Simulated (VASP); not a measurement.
InAs, 2 atoms in the cell. The structure is tetragonal, space group I-4m2 (No. 119). Conventional cell: a = 4.277 Å, b = 4.277 Å, c = 6.290 Å, α = 90.00°, β = 90.00°, γ = 90.00°. Within 3.5 Å of In (site symmetry -4m2) lie 4 As at 2.65 Å. As (site symmetry -4m2) has 4 In at 2.65 Å within 3.5 Å.  This cell differs from its parent crystal: strain +0.0400 x Voigt [0, 0, 1, 0, 0, 0].

* Program: VASP 6.6.1
* Task: single point
* Functional: PBEsol
* Potentials or basis: VASP PAW PBE potentials, release 64 (In_d, As)
* Cutoff: 520 eV
* k mesh: 14 × 14 × 14
* Occupations: gaussian, width 0.15 eV
* Spin: no spin polarisation
* Dipole correction: no
* Further INCAR settings: ALGO = Normal; EDIFF = 1e-06; NBANDS = 16

Potentials or basis: VASP PAW PBE potentials, release 64 (In_d, As).

Command:

```bash
$ cat potpaw_PBE.64/In_d/POTCAR potpaw_PBE.64/As/POTCAR > POTCAR
$ mpirun -np 1 vasp_std > vasp.out
```

Hardware: 1 thread of Intel(R) Xeon(R) 6975P-C (Granite Rapids), on a shared host.

How long does it take, and how much memory?

Wall time 57 s on 1 thread of Intel(R) Xeon(R) 6975P-C (Granite Rapids) (shared host), peak memory 0.35 GiB. Counts: scf iterations 12, k points 244.
